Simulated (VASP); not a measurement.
Write the native input for VASP 6.6.1 that does the following.

```yaml
Task: single point
Functional: r2SCAN
Potentials_or_basis: VASP PAW PBE potentials, release 64 (Ge_d)
Cutoff: 520 eV
k_mesh: 12 × 12 × 4
Occupations: fermi-dirac, width 0.02 eV
Spin: no spin polarisation
Dipole_correction: no
Further_INCAR_settings: ALGO = Normal; EDIFF = 1e-06; NBANDS = 36
```

The system is Ge.

```
CELL_PARAMETERS angstrom
3.99762 0.00000 0.00000
-1.99881 3.46204 0.00000
0.00000 0.00000 6.85653
ATOMIC_POSITIONS crystal
Ge 0.33333 0.66667 0.00222
Ge 0.66667 0.33333 0.50222
Ge 0.33333 0.66667 0.37278
Ge 0.66667 0.33333 0.87278
```

This cell differs from its parent crystal: uniaxial z strain +4.0%.

The input as run:

POSCAR

```
Ge
1.0
    3.9976152111      0.0000000000      0.0000000000
   -1.9988076055      3.4620363274      0.0000000000
    0.0000000000      0.0000000000      6.8565322960
Ge
4
Direct
    0.3333333333      0.6666666667      0.0022200917
    0.6666666667      0.3333333333      0.5022200917
    0.3333333333      0.6666666667      0.3727799083
    0.6666666667      0.3333333333      0.8727799083
```

INCAR.step1

```
ALGO = Normal
EDIFF = 1E-4
ENCUT = 520
GGA = PE
ISMEAR = -1
LASPH = True
LCHARG = False
LREAL = False
LWAVE = True
NBANDS = 36
NELM = 60
PREC = Accurate
SIGMA = 0.02
```

INCAR.step2

```
ALGO = Normal
EDIFF = 1E-6
ENCUT = 520
ISIF = 2
ISMEAR = -1
ISTART = 1
LASPH = True
LCHARG = False
LMIXTAU = True
LREAL = False
LWAVE = False
METAGGA = R2SCAN
NBANDS = 36
NELM = 60
PREC = Accurate
SIGMA = 0.02
```

KPOINTS

```
k-points
0
Gamma
  12 12 4
```

Potentials or basis: VASP PAW PBE potentials, release 64 (Ge_d).

Launch:

```bash
$ cat potpaw_PBE.64/Ge_d/POTCAR > POTCAR
$ cp INCAR.step1 INCAR
$ mpirun -np 1 vasp_std > vasp.out
$ cp INCAR.step2 INCAR
$ mpirun -np 1 vasp_std > vasp.out
```

Results of the run:

The pressure is -2.4 GPa. The band gap on the k mesh is zero (filled and empty bands touch).

Caveat: the cell differs from its parent crystal (uniaxial z strain +4.0%); the stress differs along the axes, from -6 to -1 GPa; semilocal functionals underestimate gaps, and a narrow one can read as zero; the PAW data sets were made with another functional, which shifts forces and pressure a little.

Run time: 14 min on 1 thread of AMD EPYC 7R43 64-Core Processor (Zen 3), with other jobs on the host, peak memory 0.26 GiB.
